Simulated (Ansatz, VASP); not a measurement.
**One calculation of SrO, two programs**

The input POSCAR:

```
SrO
1.0
    0.0000000000      2.5272270679      2.5272270679
    2.5272270679      0.0000000000      2.5272270679
    2.5272270679      2.5272270679      0.0000000000
Sr O
1 1
Direct
    0.5000000000      0.5000000000      0.5000000000
    0.0000000000      0.0000000000      0.0000000000
```

Contents of INCAR.step1:

```
SYSTEM = SrO
PREC = Accurate
ENCUT = 520
ISMEAR = 0
SIGMA = 0.01
LREAL = .False.
LASPH = .True.
NELM = 100
NBANDS = 15
GGA = PE
ALGO = Normal
EDIFF = 1E-4
LWAVE = .True.
LCHARG = .False.
```

Contents of INCAR.step2:

```
SYSTEM = SrO
PREC = Accurate
ENCUT = 520
EDIFF = 1E-7
ISMEAR = 0
SIGMA = 0.01
LREAL = .False.
LASPH = .True.
NELM = 100
ALGO = Normal
ISIF = 2
LWAVE = .False.
LCHARG = .False.
METAGGA = R2SCAN
LMIXTAU = .True.
NBANDS = 15
ISTART = 1
```

File KPOINTS:

```
Automatic mesh
0
Gamma
  8 8 8
  0 0 0
```

Input for Ansatz:

```yaml
crystal:
  lattice:
    - [0.0, 2.5272270679, 2.5272270679]
    - [2.5272270679, 0.0, 2.5272270679]
    - [2.5272270679, 2.5272270679, 0.0]
  atoms:
    - { symbol: Sr, position: [0.5, 0.5, 0.5] }
    - { symbol: O, position: [0.0, 0.0, 0.0] }
kpoints:
  mp_grid: { grid: [8, 8, 8] }
hamiltonian:
  xc: r2scan
scf:
  occupations: { method: fixed }
  n_extra_bands: 4
output:
  forces: true
  stress: true
  eigenvalues: true
```

Alike in both runs: task single point; functional r2SCAN; k mesh 8 × 8 × 8; no spin polarisation.

|  | VASP | Ansatz |
| --- | --- | --- |
| version | VASP 6.6.1 | Ansatz 0.2.0 |
| potentials or method | VASP PAW PBE potentials, release 64 (Sr_sv, O) | plane waves, PAW |
| plane-wave cutoff (eV) | 520 | 500 |
| occupations | gaussian, width 0.01 eV | fixed |
| valence electrons in the cell | 16 | 16 |

```csv
,VASP,Ansatz,Ansatz less VASP
gap on the k mesh at the Fermi level (eV),3.71,3.77,+0.059
pressure (GPa),7.4,6.7,-0.70
```

VASP's potentials were made for PBE, not for r2SCAN.
